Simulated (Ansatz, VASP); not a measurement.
**InP: VASP beside Ansatz**

```
In P
1.0
     0.00000    2.53332    2.53332
     2.53332    0.00000    2.53332
     2.53332    2.53332    0.00000
In P
1 1
Direct
  0.00000 0.00000 0.00000
  0.25000 0.25000 0.25000
```

Change from the starting cell: volume scaled by 0.64, PAW files.

Alike in both runs: task single point; functional PBEsol; k mesh 12 × 12 × 12; occupations fermi-dirac, width 0.1 eV; no spin polarisation.

|  | VASP | Ansatz |
| --- | --- | --- |
| version | VASP 6.6.1 | Ansatz 0.2.0 |
| potentials or method | VASP PAW PBE potentials, release 64 (In_d, P) | PAW with Ansatz's default frozen-core files, scalar-relativistic |
| plane-wave cutoff (eV) | 520 | 420 |
| valence electrons in the cell | 18 | 18 |

```tsv
	VASP	Ansatz	Ansatz less VASP
pressure (GPa)	79.8	80.3	+0.54
```

VASP's potentials were made for PBE, not for PBEsol. Both programs put the cell under a high pressure, so it lies far from rest at this level.

Noted on VASP's run: the cell as given lies far from equilibrium.
